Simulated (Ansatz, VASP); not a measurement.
## AgF4 in VASP and in Ansatz

File INCAR:

```
PREC     = Accurate       # precision mode
ENCUT    = 700            # plane-wave cutoff, eV
EDIFF    = 1E-7           # SCF threshold, eV
ISMEAR   = 0              # smearing method
SIGMA    = 0.1            # smearing width, eV
LREAL    = False          # projectors in reciprocal space
LASPH    = True           # aspherical terms in the spheres
NELM     = 120            # most SCF steps
ALGO     = Normal         # electronic algorithm
ISIF     = 3              # what is computed and relaxed
LWAVE    = False          # write WAVECAR
LCHARG   = False          # write CHGCAR
GGA      = PE             # functional
IBRION   = 2              # ionic algorithm
NSW      = 100            # ionic steps
EDIFFG   = -0.01          # ionic threshold
GGA_COMPAT= False        
NELMIN   = 4
```

KPOINTS

```
Automatic mesh
0
Gamma
  10 10 8
```

The input POSCAR:

```
AgF4
1.0
    3.6335373399      0.0000000000      0.0000000000
    0.0000000000      3.6335373399      0.0000000000
    0.0000000000      0.0000000000      5.0259382715
Ag F
1 4
Direct
    0.0000000000      0.0000000000      0.0000000000
    0.5000000000      0.0000000000      0.2392434623
    0.0000000000      0.5000000000      0.7607565377
    0.5000000000      0.0000000000      0.7607565377
    0.0000000000      0.5000000000      0.2392434623
```

Input for Ansatz:

```yaml
crystal:
  lattice:
    - [3.6335373399, 0.0, 0.0]
    - [0.0, 3.6335373399, 0.0]
    - [0.0, 0.0, 5.0259382715]
  atoms:
    - { symbol: Ag, position: [0.0, 0.0, 0.0] }
    - { symbol: F, position: [0.5, 0.0, 0.2392434623] }
    - { symbol: F, position: [0.0, 0.5, 0.7607565377] }
    - { symbol: F, position: [0.5, 0.0, 0.7607565377] }
    - { symbol: F, position: [0.0, 0.5, 0.2392434623] }
basis:
  ecutwfc: 420
kpoints:
  mp_grid: { grid: [10, 10, 8] }
hamiltonian:
  xc: pbe
scf:
  occupations: { method: gaussian, width: 0.1 }
output:
  forces: true
  stress: true
  eigenvalues: true
relax:
  adjacent_minimum: "off"
  f_tol: 0.01
  max_steps: 80
  cell: { stress_tol: 0.05 }
```

Change from the starting cell: ordered vacancies on the cation sites of fluorite (P4/mmm, No. 123).

Alike in both runs: task relaxation of cell and atoms; functional PBE; k mesh 10 × 10 × 8; occupations gaussian, width 0.1 eV; no spin polarisation.

|  | VASP | Ansatz |
| --- | --- | --- |
| version | VASP 6.6.1 | Ansatz 0.2.0 |
| potentials or method | VASP PAW PBE potentials, release 64 (Ag_sv_GW, F), cutoff 700 eV | scalar-relativistic, plane waves, PAW |
| valence electrons in the cell | 47 | 47 |

```csv
,VASP,Ansatz,Ansatz less VASP
"gap on the k mesh at the Fermi level, each at its own relaxed structure (eV)",none,none,-
relaxed volume (Å³/atom),13.23,13.89,+0.669
relaxed length of the cell vector where the two differ most in proportion (Å),5.022,5.299,+0.2774
```

A gap of «none» marks a metal or a gap that the smearing closes. One of these differences is far larger than is usual between the two programs; its cause wasn't traced.
